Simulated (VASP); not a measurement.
# HfSeS4 (P4/mmm) in VASP: a series of runs, part 2 of 2

VASP 6.6.1.

### Step 3. Single point, PBE

This run uses another cell than the first one, of 19.20 Å³/atom.

INCAR reads:

```
PREC = Accurate
ENCUT = 520
EDIFF = 1E-7
ISMEAR = 0
SIGMA = 0.1
LREAL = F
LASPH = T
NELM = 60
ALGO = Normal
ISIF = 2
LWAVE = F
LCHARG = F
GGA = PE
NBANDS = 29
```

KPOINTS reads:

```
Automatic mesh
0
Gamma
  4 4 4
```

POSCAR reads:

```
HfSeS4
1.0
    4.0898748800      0.0000000000      0.0000000000
    0.0000000000      4.0898748800      0.0000000000
    0.0000000000      0.0000000000      6.8881479900
Hf Se S
1 1 4
Direct
    0.5000000000      0.5000000000      0.5000000000
    0.0000000000      0.0000000000      0.0000000000
    0.0000000000      0.0000000000      0.6038380300
    0.5000000000      0.5000000000      0.1051980000
    0.5000000000      0.5000000000      0.8948020000
    0.0000000000      0.0000000000      0.3961619700
```

Potentials or basis: VASP PAW PBE potentials, release 64 (Hf_pv, Se, S).

The run is started by

```sh
cat potpaw_PBE.64/Hf_pv/POTCAR potpaw_PBE.64/Se/POTCAR potpaw_PBE.64/S/POTCAR > POTCAR
mpirun -np 1 vasp_std > vasp.out
```

OUTCAR:

```text
PREC = Accurate
   ENCUT = 520
   EDIFF = 1E-7
   ISMEAR = 0
   LREAL = F
   LASPH = T
   NELM = 60
   ISIF = 2
   GGA = PE

 ion  position               nearest neighbor table
   1  0.500  0.500  0.500-   4 2.72   5 2.72   3 2.98   6 2.98   3 2.98   6 2.98   3 2.98   6 2.98
                             3 2.98   6 2.98
   2  0.000  0.000  0.000-   3 2.73   6 2.73
   3  0.000  0.000  0.604-   6 1.43   2 2.73   1 2.98   1 2.98   1 2.98   1 2.98
   4  0.500  0.500  0.105-   5 1.45   1 2.72
   5  0.500  0.500  0.895-   4 1.45   1 2.72
   6  0.000  0.000  0.396-   3 1.43   2 2.73   1 2.98   1 2.98   1 2.98   1 2.98

  LATTYP: Found a simple tetragonal cell.
 ALAT       =     4.0898748800
 C/A-ratio  =     1.6841952852

  Lattice vectors:

 A1 = (   4.0898748800,   0.0000000000,   0.0000000000)
 A2 = (   0.0000000000,   4.0898748800,   0.0000000000)
 A3 = (   0.0000000000,   0.0000000000,   6.8881479900)

Analysis of symmetry for initial positions (statically):
=====================================================================
 Subroutine PRICEL returns:
 Original cell was already a primitive cell.

 Routine SETGRP: Setting up the symmetry group for a
 simple tetragonal supercell.

 Subroutine GETGRP returns: Found 16 space group operations
 (whereof 16 operations were pure point group operations)
 out of a pool of 16 trial point group operations.

The static configuration has the point symmetry D_4h.

Analysis of symmetry for dynamics (positions and initial velocities):
=====================================================================
 Subroutine PRICEL returns:
 Original cell was already a primitive cell.

 Routine SETGRP: Setting up the symmetry group for a
 simple tetragonal supercell.

 Subroutine GETGRP returns: Found 16 space group operations
 (whereof 16 operations were pure point group operations)
 out of a pool of 16 trial point group operations.

[... 121 lines left out ...]
     AMIX_MAG =   1.60;   BMIX_MAG =  1.00
  volume/ion in A,a.u.               =      19.20       129.59
  Fermi-wavevector in a.u.,A,eV,Ry     =   1.150590  2.174300 18.012178  1.323858
  Thomas-Fermi vector in A             =   2.287253
   LORBIT       =      0    0 simple, 1 ext, 2 COOP (PROOUT), +10 PAW based schemes
   GGA     = PE    functional components
   LHFCALC =     F    Hartree Fock is set to
   AEXX    =    0.0000 exact exchange contribution
   IVDW    =     0    specifies the selected vdW correction
   LEPSILON=     F    determine dielectric tensor
   LRPA    =     F    only Hartree local field effects (RPA)
 non-spin polarized calculation
 Gauss-broadening in eV      SIGMA  =   0.10
  energy-cutoff  :      520.00
  volume of cell :      115.22
 maximum number of plane-waves:      3138
   NGX = 15   NGY = 15   NGZ = 25

 number of electron      39.9999996 magnetization

 Free energy of the ion-electron system (eV)
  ---------------------------------------------------
  ext. energy  EPLUGINS =         0.00000000
  ---------------------------------------------------
  free energy    TOTEN  =        -9.49188731 eV

  energy without entropy =       -9.45722538  energy(sigma->0) =       -9.47455635

 E-fermi :   6.1761     XC(G=0): -10.2880

 val. band max:        6.1284870395   @ k =   0.5000   0.5000   0.2500
 cond. band min:       6.1933693625   @ k =   0.0000   0.0000   0.2500
 fundamental gap:      0.0648823230
 Fermi energy:         6.1761172020

 k-point     1 :       0.0000    0.0000    0.0000
  band No.  band energies     occupation
      1     -26.0525      2.00000
      2     -25.9965      2.00000
      3     -25.9965      2.00000
      4     -15.0104      2.00000
      5     -14.3252      2.00000
      6      -6.1835      2.00000
[... 565 lines left out ...]
     28      12.4124      0.00000
     29      12.4131      0.00000

------------------------ aborting loop because EDIFF is reached ----------------------------------------

  FORCE on cell =-STRESS in cart. coord.  units (eV):
  Direction    XX          YY          ZZ          XY          YZ          ZX
  --------------------------------------------------------------------------------------
  -------------------------------------------------------------------------------------
  Total       -2.1285640     -2.1285640    134.7175270      0.0000000     -0.0000000      0.0000000
  in kB      -29.5988458    -29.5988458   1873.3208677      0.0000000     -0.0000000      0.0000000
  external PRESSURE =     604.7077253 kB  Pullay stress =       0.0000000 kB

 VOLUME and BASIS-vectors are now :
 -----------------------------------------------------------------------------
  energy-cutoff  :      520.00
  volume of cell :      115.22
      direct lattice vectors                 reciprocal lattice vectors
     4.089874880  0.000000000  0.000000000     0.244506257  0.000000000  0.000000000
     0.000000000  4.089874880  0.000000000     0.000000000  0.244506257  0.000000000
     0.000000000  0.000000000  6.888147990     0.000000000  0.000000000  0.145176904

 POSITION                                       TOTAL-FORCE (eV/Angst)
 -----------------------------------------------------------------------------------
      2.04494      2.04494      3.44407         0.000000     -0.000000      0.000000
      0.00000      0.00000      0.00000         0.000000     -0.000000      0.000000
      0.00000      0.00000      4.15933         0.000000     -0.000000     51.555638
      2.04494      2.04494      0.72462         0.000000      0.000000     43.041270
      2.04494      2.04494      6.16353         0.000000     -0.000000    -43.041270
      0.00000      0.00000      2.72882        -0.000000      0.000000    -51.555638
 -----------------------------------------------------------------------------------
    total drift:                                0.000000      0.000000     -0.000000

  FREE ENERGIE OF THE ION-ELECTRON SYSTEM (eV)
  ---------------------------------------------------
  free  energy   TOTEN  =        -9.4918873147 eV

  energy  without entropy=       -9.4572253765  energy(sigma->0) =       -9.47455635
```

OSZICAR:

```text
N       E                     dE             d eps       ncg     rms          rms(c)
DAV:   1     0.240278381683E+03    0.24028E+03   -0.19424E+04  1044   0.125E+03
DAV:   2     0.264049384100E+01   -0.23764E+03   -0.23088E+03  1356   0.264E+02
DAV:   3    -0.147640418377E+02   -0.17405E+02   -0.17043E+02  1323   0.636E+01
DAV:   4    -0.151352720917E+02   -0.37123E+00   -0.36974E+00  1310   0.104E+01
DAV:   5    -0.151442157079E+02   -0.89436E-02   -0.89403E-02  1343   0.154E+00    0.568E+01
DAV:   6    -0.112248031322E+02    0.39194E+01   -0.38524E+01  1142   0.162E+01    0.427E+01
DAV:   7    -0.118413737785E+02   -0.61657E+00   -0.47877E+01  1266   0.152E+01    0.209E+01
DAV:   8    -0.961271573264E+01    0.22287E+01   -0.10148E+01  1221   0.915E+00    0.299E+00
DAV:   9    -0.950855498860E+01    0.10416E+00   -0.51029E-01  1208   0.364E+00    0.255E+00
DAV:  10    -0.949288085309E+01    0.15674E-01   -0.85043E-02  1250   0.130E+00    0.190E+00
DAV:  11    -0.949291249789E+01   -0.31645E-04   -0.23383E-02  1198   0.594E-01    0.592E-01
DAV:  12    -0.949191189998E+01    0.10006E-02   -0.68684E-03  1193   0.274E-01    0.135E-01
DAV:  13    -0.949188373404E+01    0.28166E-04   -0.40744E-04  1202   0.926E-02    0.788E-02
DAV:  14    -0.949188911266E+01   -0.53786E-05   -0.62645E-05  1248   0.367E-02    0.241E-02
DAV:  15    -0.949188710714E+01    0.20055E-05   -0.16532E-05  1279   0.142E-02    0.842E-03
DAV:  16    -0.949188728367E+01   -0.17653E-06   -0.23085E-06  1284   0.535E-03    0.284E-03
DAV:  17    -0.949188733704E+01   -0.53373E-07   -0.12833E-06  1215   0.290E-03    0.166E-03
DAV:  18    -0.949188731473E+01    0.22314E-07   -0.48023E-07   796   0.161E-03
   1 F= -.94918873E+01 E0= -.94745563E+01  d E =-.346619E-01
```

It took 35 s on 1 thread of Intel Xeon 6975P-C (Granite Rapids), shared host; peak memory 0.24 GiB.

What came out:

| Property | Result |
| --- | --- |
| Free energy | -9.4919 eV |
| Pressure | 60.5 GPa |
| Largest force | 51.556 eV/Å |
| Band gap on the k mesh | zero (bands 20 and 21 overlap by 0.86 eV) |

Forces on the atoms (eV/Å):
```
Hf    0.000   0.000   0.000
Se    0.000   0.000   0.000
S     0.000   0.000  51.556
S     0.000   0.000  43.041
S     0.000   0.000 -43.041
S     0.000   0.000 -51.556
```

Levels at points of the mesh, in eV from the Fermi level:
| k point | band 18 | band 19 | band 20 | band 21 | band 22 | band 23 |
| --- | --- | --- | --- | --- | --- | --- |
| (0.00, 0.00, 0.00) | -1.20 | -1.16 | -0.08 | 0.16 | 0.16 | 1.13 |
| (0.50, 0.00, 0.00) | -1.37 | -0.87 | -0.42 | -0.31 | 1.08 | 1.64 |
| (0.50, 0.50, 0.00) | 0.03 | 0.36 | 0.36 | 0.74 | 0.74 | 0.80 |
| (0.00, 0.00, 0.50) | -1.38 | -0.14 | -0.14 | -0.08 | 0.24 | 0.24 |
| (0.50, 0.00, 0.50) | -0.71 | -0.05 | 0.29 | 0.37 | 0.67 | 0.74 |
| (0.50, 0.50, 0.50) | -1.17 | -0.39 | -0.19 | 0.39 | 0.39 | 1.29 |

Caveat: the k points lie up to 0.38 Å⁻¹ apart, too coarse for converged energies and pressures of a metal; atoms lie so close that the PAW spheres overlap strongly, which falsifies energies and pressures; spin-orbit coupling is left out, which moves the levels of the heavy elements; forces of over 1 eV/Å act on the atoms, so gaps and moduli don't describe the material at rest.

The gap in the log of VASP goes by the Fermi energy; the results here count the filled bands.